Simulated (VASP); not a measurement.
# NiO (Fm-3m) in VASP: further runs

Runs on NiO. Level: PBE+U. Tasks: single point.

All numbers are computed with VASP 6.6.1; they aren't measurements. Logs are shortened: lines on timing, memory, paths and dates and some standing lists are left out, and cuts for length are marked.

**1. The cell of the first run**

It takes space group Fm-3m (No. 225, cubic). Conventional cell: a = 4.268 Å, b = 4.268 Å, c = 4.268 Å, α = 90.00°, β = 90.00°, γ = 90.00°. Within 2.8 Å of Ni (site symmetry m-3m) lie 6 O at 2.13 Å. Within 2.8 Å of O (site symmetry m-3m) lie 6 Ni at 2.13 Å.

**2. Single point, PBE+U, collinear spin, ferromagnetic start**

INCAR reads:

```
PREC = Accurate
ENCUT = 520
EDIFF = 1E-7
ISMEAR = 0
SIGMA = 0.05
LREAL = False
LASPH = True
NELM = 150
ALGO = Normal
ISIF = 2
LWAVE = False
LCHARG = True
ISPIN = 2
MAGMOM = 1.91 0.21
LORBIT = 11
LMAXMIX = 4
LDAU = True
LDAUTYPE = 2
LDAUL = 2 -1
LDAUU = 6.2 0
LDAUJ = 0 0
LDAUPRINT = 1
GGA = PE
LELF = True
LVHAR = True
NBANDS = 19
```

KPOINTS reads:

```
Automatic mesh
0
Gamma
  10 10 10
```

POSCAR reads:

```
NiO
1.0
    0.0000000000      2.1337902789      2.1337902789
    2.1337902789      0.0000000000      2.1337902789
    2.1337902789      2.1337902789      0.0000000000
Ni O
1 1
Direct
    0.0000000000      0.0000000000      0.0000000000
    0.5000000000      0.5000000000      0.5000000000
```

Potentials or basis: VASP PAW PBE potentials, release 64 (Ni, O).

On the command line:

```console
cat potpaw_PBE.64/Ni/POTCAR potpaw_PBE.64/O/POTCAR > POTCAR
mpirun -np 1 vasp_std > vasp.out
```

OUTCAR:

```text
PREC = Accurate
   ENCUT = 520
   EDIFF = 1E-7
   ISMEAR = 0
   LREAL = False
   LASPH = True
   NELM = 150
   ISIF = 2
   ISPIN = 2
   LORBIT = 11
   GGA = PE

 ion  position               nearest neighbor table
   1  0.000  0.000  0.000-   2 2.13   2 2.13   2 2.13   2 2.13   2 2.13   2 2.13
   2  0.500  0.500  0.500-   1 2.13   1 2.13   1 2.13   1 2.13   1 2.13   1 2.13

  LATTYP: Found a face centered cubic cell.
 ALAT       =     4.2675805578

  Lattice vectors:

 A1 = (   0.0000000000,   2.1337902789,   2.1337902789)
 A2 = (   2.1337902789,   0.0000000000,   2.1337902789)
 A3 = (   2.1337902789,   2.1337902789,   0.0000000000)

Analysis of symmetry for initial positions (statically):
=====================================================================
 Subroutine PRICEL returns:
 Original cell was already a primitive cell.

 Routine SETGRP: Setting up the symmetry group for a
 face centered cubic supercell.

 Subroutine GETGRP returns: Found 48 space group operations
 (whereof 48 operations were pure point group operations)
 out of a pool of 48 trial point group operations.

The static configuration has the point symmetry O_h .

Analysis of symmetry for dynamics (positions and initial velocities):
=====================================================================
 Subroutine PRICEL returns:
 Original cell was already a primitive cell.

 Routine SETGRP: Setting up the symmetry group for a
 face centered cubic supercell.

 Subroutine GETGRP returns: Found 48 space group operations
 (whereof 48 operations were pure point group operations)
 out of a pool of 48 trial point group operations.

The dynamic configuration has the point symmetry O_h .

Analysis of structural, dynamic, and magnetic symmetry:
=====================================================================
 Subroutine PRICEL returns:
 Original cell was already a primitive cell.

 Routine SETGRP: Setting up the symmetry group for a
 face centered cubic supercell.

[... 165 lines left out ...]
  0.0000  0.0000  0.0000 -0.0000  0.1273

 occupancies and eigenvectors

  o =  0.1273  v =  0.0000  0.0000  0.0000  0.0000  0.0000  0.0000 -0.0000  0.9987  0.0000 -0.0518      0.0000  0.0000  0.0000  0.0000  0.0000  0.0000  0.0000  0.0000  0.0000  0.0000
  o =  0.1273  v =  0.0000  0.0000  0.0000  0.0000  0.0000  0.0000  0.0000 -0.0518 -0.0000 -0.9987      0.0000  0.0000  0.0000  0.0000  0.0000  0.0000  0.0000  0.0000  0.0000  0.0000
  o =  0.9805  v =  0.0000  0.0000  0.0000  0.0000  0.0000  1.0000  0.0000  0.0000  0.0000  0.0000      0.0000  0.0000  0.0000  0.0000  0.0000  0.0000  0.0000  0.0000  0.0000  0.0000
  o =  0.9805  v =  0.0000  0.0000  0.0000  0.0000  0.0000  0.0000  0.9923 -0.0000  0.1239  0.0000      0.0000  0.0000  0.0000  0.0000  0.0000  0.0000  0.0000  0.0000  0.0000  0.0000
  o =  0.9805  v =  0.0000  0.0000  0.0000  0.0000  0.0000  0.0000 -0.1239 -0.0000  0.9923  0.0000      0.0000  0.0000  0.0000  0.0000  0.0000  0.0000  0.0000  0.0000  0.0000  0.0000
  o =  0.9818  v =  0.0000  0.8101  0.0000 -0.5863 -0.0000  0.0000  0.0000  0.0000  0.0000  0.0000      0.0000  0.0000  0.0000  0.0000  0.0000  0.0000  0.0000  0.0000  0.0000  0.0000
  o =  0.9818  v =  1.0000  0.0000  0.0000  0.0000  0.0000  0.0000  0.0000  0.0000  0.0000  0.0000      0.0000  0.0000  0.0000  0.0000  0.0000  0.0000  0.0000  0.0000  0.0000  0.0000
  o =  0.9818  v =  0.0000  0.5863 -0.0000  0.8101 -0.0000  0.0000  0.0000  0.0000  0.0000  0.0000      0.0000  0.0000  0.0000  0.0000  0.0000  0.0000  0.0000  0.0000  0.0000  0.0000
  o =  1.0279  v =  0.0000 -0.0000  0.0159 -0.0000 -0.9999  0.0000  0.0000  0.0000  0.0000  0.0000      0.0000  0.0000  0.0000  0.0000  0.0000  0.0000  0.0000  0.0000  0.0000  0.0000
  o =  1.0279  v =  0.0000 -0.0000 -0.9999 -0.0000 -0.0159  0.0000  0.0000  0.0000  0.0000  0.0000      0.0000  0.0000  0.0000  0.0000  0.0000  0.0000  0.0000  0.0000  0.0000  0.0000

 number of electron      16.0000009 magnetization       1.9999982

 Free energy of the ion-electron system (eV)
  ---------------------------------------------------
  ext. energy  EPLUGINS =         0.00000000
  ---------------------------------------------------
  free energy    TOTEN  =       -10.14187530 eV

  energy without entropy =      -10.14187530  energy(sigma->0) =      -10.14187530

 E-fermi :   6.1884     XC(G=0): -12.2725

 val. band max:        5.9311632778   @ k =   0.5000   0.0000   0.0000
 cond. band min:       8.2914508229   @ k =   0.0000   0.0000   0.0000
 fundamental gap:      2.3602875451
 Fermi energy:         6.1884299453

 spin component 1

 k-point     1 :       0.0000    0.0000    0.0000
  band No.  band energies     occupation
      1     -12.3609      1.00000
      2      -0.1236      1.00000
      3      -0.1236      1.00000
      4       0.9899      1.00000
      5       0.9900      1.00000
      6       0.9900      1.00000
[... 1049 lines left out ...]
     18      38.4246      0.00000
     19      38.4566      0.00000

 [... further k-points ...]
[... 5 lines left out ...]
  --------------------------------------------------------------------------------------
  -------------------------------------------------------------------------------------
  Total       -0.9959577     -0.9959577     -0.9959577      0.0000000      0.0000000     -0.0000000
  in kB      -82.1232819    -82.1232819    -82.1232819      0.0000000      0.0000000     -0.0000000
  external PRESSURE =     -82.1232819 kB  Pullay stress =       0.0000000 kB

 VOLUME and BASIS-vectors are now :
 -----------------------------------------------------------------------------
  energy-cutoff  :      520.00
  volume of cell :       19.43
      direct lattice vectors                 reciprocal lattice vectors
     0.000000000  2.133790279  2.133790279    -0.234324809  0.234324809  0.234324809
     2.133790279  0.000000000  2.133790279     0.234324809 -0.234324809  0.234324809
     2.133790279  2.133790279  0.000000000     0.234324809  0.234324809 -0.234324809

 POSITION                                       TOTAL-FORCE (eV/Angst)
 -----------------------------------------------------------------------------------
      0.00000      0.00000      0.00000        -0.000000      0.000000      0.000000
      2.13379      2.13379      2.13379         0.000000     -0.000000      0.000000
 -----------------------------------------------------------------------------------
    total drift:                                0.000000     -0.000000     -0.000000

  FREE ENERGIE OF THE ION-ELECTRON SYSTEM (eV)
  ---------------------------------------------------
  free  energy   TOTEN  =       -10.1418752971 eV

  energy  without entropy=      -10.1418752971  energy(sigma->0) =      -10.14187530

 total charge

# of ion       s       p       d       tot
------------------------------------------
    1        0.326   0.378   8.172   8.877
    2        1.548   3.449   0.000   4.997
--------------------------------------------------
tot          1.874   3.827   8.172  13.874

 magnetization (x)

# of ion       s       p       d       tot
------------------------------------------
    1        0.012   0.012   1.803   1.827
    2        0.016   0.147   0.000   0.163
--------------------------------------------------
tot          0.028   0.159   1.803   1.990
```

OSZICAR:

```text
N       E                     dE             d eps       ncg     rms          rms(c)
DAV:   1     0.890776217545E+02    0.89078E+02   -0.72934E+03  3783   0.105E+03
DAV:   2    -0.368944569116E+01   -0.92767E+02   -0.81340E+02  3674   0.234E+02
DAV:   3    -0.958547192787E+01   -0.58960E+01   -0.57347E+01  4066   0.600E+01
DAV:   4    -0.963771311212E+01   -0.52241E-01   -0.52204E-01  3916   0.563E+00
DAV:   5    -0.963829350392E+01   -0.58039E-03   -0.58036E-03  3986   0.578E-01    0.143E+01
DAV:   6    -0.976430458718E+01   -0.12601E+00   -0.14634E+01  3878   0.677E+01    0.182E+01
DAV:   7    -0.976416456166E+01    0.14003E-03   -0.13043E+00  3903   0.251E+01    0.857E+00
DAV:   8    -0.100117824762E+02   -0.24762E+00   -0.18829E-01  4224   0.475E+00    0.529E+00
DAV:   9    -0.101341163116E+02   -0.12233E+00   -0.69431E-02  4196   0.770E+00    0.520E-01
DAV:  10    -0.101413902321E+02   -0.72739E-02   -0.31412E-02  4385   0.207E+00    0.482E-01
DAV:  11    -0.101413618613E+02    0.28371E-04   -0.29540E-03  4264   0.104E+00    0.145E-01
DAV:  12    -0.101417735103E+02   -0.41165E-03   -0.31492E-04  3819   0.476E-01    0.570E-02
DAV:  13    -0.101418674822E+02   -0.93972E-04   -0.13773E-04  4557   0.197E-01    0.229E-02
DAV:  14    -0.101418752407E+02   -0.77585E-05   -0.33891E-05  4019   0.522E-02    0.923E-03
DAV:  15    -0.101418752971E+02   -0.56414E-07   -0.92080E-07  4220   0.106E-02
   1 F= -.10141875E+02 E0= -.10141875E+02  d E =-.357066E-15  mag=     2.0000
```

stdout:

```text
POSCAR found type information on POSCAR NiO
 POSCAR found :  2 types and       2 ions
 scaLAPACK will be used
 LDA part: xc-table for (Slater+PW92), standard interpolation
 POSCAR, INCAR and KPOINTS ok, starting setup
 FFT: planning ... GRIDC
 FFT: planning ... GRID_SOFT
 FFT: planning ... GRID
 WAVECAR not read
 entering main loop
```

It took 29 s on 1 thread of Intel Xeon Platinum 8259CL at 2.50GHz (Skylake/Cascade Lake), shared host; peak memory 0.16 GiB.

What came out:

* Free energy: -10.1419 eV
* Pressure: -8.2 GPa
* Band gap on the k mesh: 2.36 eV, indirect (least direct gap 3.14 eV)
* Net moment: 2.00 μB per cell
* Site moments: Ni +1.83; O +0.16 μB
* Valence electrons inside the program's atomic spheres: Ni 8.88; O 5.00

Eigenvalues of the final occupation matrices:
```
    site  spin  trace               eigenvalues
site 1 d     1   5.00  0.98 0.98 0.98 1.03 1.03
site 1 d     2   3.20  0.13 0.13 0.98 0.98 0.98
```

Caveat: a cell with one magnetic atom can't hold antiferromagnetic order, which such compounds often take. A k mesh can miss the band edges.

**3. Single point, PBE+U, collinear spin, ferromagnetic start**

This run uses another cell than the first one, of 9.94 Å³/atom, 1.023 times its volume.

INCAR reads:

```
PREC     = Accurate       # precision mode
ENCUT    = 520            # plane-wave cutoff, eV
EDIFF    = 1E-7           # SCF threshold, eV
ISMEAR   = 0              # smearing method
SIGMA    = 0.05           # smearing width, eV
LREAL    = False          # projectors in reciprocal space
LASPH    = True           # aspherical terms in the spheres
NELM     = 150            # most SCF steps
ALGO     = Normal         # electronic algorithm
ISIF     = 2              # what is computed and relaxed
LWAVE    = False          # write WAVECAR
LCHARG   = True           # write CHGCAR
ISPIN    = 2              # spin polarisation
MAGMOM   = 1.92 0.21      # initial moments
LORBIT   = 11             # projections on sites
LMAXMIX  = 4              # l up to which the mixer works
LDAU     = True           # DFT+U
LDAUTYPE = 2            
LDAUL    = 2 -1           # shell
LDAUU    = 6.2 0          # U, eV
LDAUJ    = 0 0          
LDAUPRINT= 1            
GGA      = PE             # functional
LELF     = True           # ELF
LVHAR    = True         
NBANDS   = 19             # bands
```

KPOINTS reads:

```
regular mesh
0
Gamma
  10 10 10
```

POSCAR reads:

```
NiO
1.0
    0.0000000000      2.1503720565      2.1503720565
    2.1503720565      0.0000000000      2.1503720565
    2.1503720565      2.1503720565      0.0000000000
Ni O
1 1
Direct
    0.0000000000      0.0000000000      0.0000000000
    0.5000000000      0.5000000000      0.5000000000
```

Potentials or basis: VASP PAW PBE potentials, release 64 (Ni, O).

On the command line:

```console
cat potpaw_PBE.64/Ni/POTCAR potpaw_PBE.64/O/POTCAR > POTCAR
mpirun -np 1 vasp_std > vasp.out
```

It took 33 s on 1 thread of Intel Xeon Platinum 8259CL at 2.50GHz (Skylake/Cascade Lake), shared host; peak memory 0.16 GiB.

It converged, with:

```yaml
Free_energy: -10.1145 eV
Pressure: -11.3 GPa
Band_gap_on_the_k_mesh: 2.23 eV, indirect (least direct gap 3.01 eV)
Net_moment: 2.00 μB per cell
Site_moments: Ni +1.83; O +0.16 μB
Valence_electrons_inside_the_program's_atomic_spheres: Ni 8.84; O 4.99
```

Levels at points of the mesh, in eV from the valence-band top:
Spin up:
```
           k point  band 7  band 8  band 9  band 10  band 11  band 12
(0.00, 0.00, 0.00)   -1.10   -1.10   -1.10     2.23    17.45    17.45
(0.50, 0.00, 0.00)   -3.11    0.00    0.00     6.52    10.32    14.41
(0.50, 0.50, 0.00)   -4.24   -2.35   -2.35     6.47    11.33    11.35
```
Spin down:
```csv
k point,band 5,band 6,band 7,band 8,band 9,band 10
"(0.00, 0.00, 0.00)",-0.78,-0.78,-0.78,2.57,2.64,2.64
"(0.50, 0.00, 0.00)",-2.25,-1.72,-1.72,4.67,4.67,6.70
"(0.50, 0.50, 0.00)",-3.17,-2.05,-2.05,3.04,3.34,7.12
```

Eigenvalues of the final occupation matrices:
```tsv
site	spin	trace	eigenvalues
site 1 d	1	4.99	0.98 0.98 0.98 1.02 1.02
site 1 d	2	3.19	0.12 0.12 0.98 0.98 0.98
```

Caveat: a cell with one magnetic atom can't hold antiferromagnetic order, which such compounds often take.

**4. Single point, PBE+U, collinear spin, antiferromagnetic start**

This run uses another cell than the first one: it holds 4 atoms, not 2.

INCAR reads:

```
SYSTEM = NiO
  ALGO = Normal
  EDIFF = 1E-7
  ENCUT = 520
  GGA = PE
  ISIF = 2
  ISMEAR = 0
  ISPIN = 2
  LASPH = .True.
  LCHARG = .False.
  LDAU = .True.
  LDAUJ = 0 0
  LDAUL = 2 -1
  LDAUPRINT = 1
  LDAUTYPE = 2
  LDAUU = 6.2 0
  LMAXMIX = 4
  LORBIT = 11
  LREAL = .False.
  LWAVE = .False.
  MAGMOM = 2 -2 0 0
  NBANDS = 28
  NELM = 150
  PREC = Accurate
  SIGMA = 0.05
```

KPOINTS reads:

```
k-points
0
Gamma
  6 6 6
  0 0 0
```

POSCAR reads:

```
NiO
1.0
    0.0000000000      2.1337902789      2.1337902789
    2.1337902789      0.0000000000      2.1337902789
    4.2675805578      2.1337902789     -2.1337902789
Ni O
2 2
Direct
    0.0000000000      0.0000000000      0.0000000000
    0.5000000000      0.0000000000      0.5000000000
    0.7500000000      0.5000000000      0.2500000000
    1.2500000000      0.5000000000      0.7500000000
```

On the command line:

```console
cat potpaw_PBE.64/Ni/POTCAR potpaw_PBE.64/O/POTCAR > POTCAR
mpirun -np 1 vasp_std > vasp.out
```

It took 84 s on 1 thread of Intel Xeon Platinum 8259CL at 2.50GHz (Skylake/Cascade Lake), shared host; peak memory 0.2 GiB.

Results (log left out):

```
Free energy                                           : -20.4088 eV
Pressure                                              : -9.7 GPa
Band gap on the k mesh                                : 2.95 eV
Net moment                                            : 0.00 μB per cell
Site moments                                          : Ni +1.76, -1.76; O +0.00 μB
Valence electrons inside the program's atomic spheres : Ni 8.89; O 4.99
```

Stress tensor (GPa, compression positive):
```
-9.66 -0.05  0.05
-0.05 -9.66  0.05
 0.05  0.05 -9.66
```

Levels at points of the mesh, in eV from the valence-band top:
Spin up:
| k point | band 13 | band 14 | band 15 | band 16 | band 17 | band 18 | band 19 | band 20 |
| --- | --- | --- | --- | --- | --- | --- | --- | --- |
| (0.00, 0.00, 0.00) | -0.69 | -0.65 | -0.65 | -0.65 | 2.95 | 4.21 | 4.21 | 7.10 |
| (0.50, 0.00, 0.00) | -1.87 | -1.64 | -1.22 | -0.58 | 4.14 | 4.16 | 8.65 | 8.95 |
| (0.00, 0.50, 0.00) | -1.93 | -1.93 | -0.62 | -0.53 | 4.37 | 4.50 | 7.10 | 7.39 |
| (0.00, 0.00, 0.50) | -1.22 | -1.22 | 0.00 | 0.00 | 4.09 | 4.09 | 5.66 | 5.78 |
Spin down:
| k point | band 13 | band 14 | band 15 | band 16 | band 17 | band 18 | band 19 | band 20 |
| --- | --- | --- | --- | --- | --- | --- | --- | --- |
| (0.00, 0.00, 0.00) | -0.69 | -0.65 | -0.65 | -0.65 | 2.95 | 4.21 | 4.21 | 7.10 |
| (0.50, 0.00, 0.00) | -1.87 | -1.64 | -1.22 | -0.58 | 4.14 | 4.16 | 8.65 | 8.95 |
| (0.00, 0.50, 0.00) | -1.93 | -1.93 | -0.62 | -0.53 | 4.37 | 4.50 | 7.10 | 7.39 |
| (0.00, 0.00, 0.50) | -1.22 | -1.22 | 0.00 | 0.00 | 4.09 | 4.09 | 5.66 | 5.78 |

Eigenvalues of the final occupation matrices:
```
    site  spin  trace               eigenvalues
site 1 d     1   4.99  0.98 0.98 0.98 1.02 1.02
site 1 d     2   3.22  0.14 0.14 0.98 0.98 0.98
site 2 d     1   3.22  0.14 0.14 0.98 0.98 0.98
site 2 d     2   4.99  0.98 0.98 0.98 1.02 1.02
```

Caveat: the k points lie up to 0.43 Å⁻¹ apart. The state reached can hang on the start; a lower one may exist.

**5. Summary**

```csv
spin,cell,k mesh,gap on the mesh (eV),pressure (GPa),moment (μB)
"collinear, ferromagnetic start","a = 3.018 Å, angles 60.0°, 2 atoms",10 × 10 × 10,2.36,-8.2,2.00
"collinear, ferromagnetic start","a = 3.041 Å, angles 60.0°, 2 atoms",10 × 10 × 10,2.23,-11.3,2.00
"collinear, antiferromagnetic start","a = 3.018, b = 3.018, c = 5.227 Å, angles 73.2, 90.0, 60.0°, 4 atoms",6 × 6 × 6,2.95,-9.7,0.00
```

Alike in all rows: task single point; level PBE+U; potentials or basis VASP PAW PBE potentials, release 64 (Ni, O); Ni d U = 6.2 eV; cutoff (eV) 520; smearing gaussian 0.05 eV.

Caveats: some runs use coarse meshes; a cell with one magnetic atom can't hold antiferromagnetic order, which such compounds often take (some runs).

Total energies depend on the potentials used, so only differences within one code and one set of settings carry meaning.
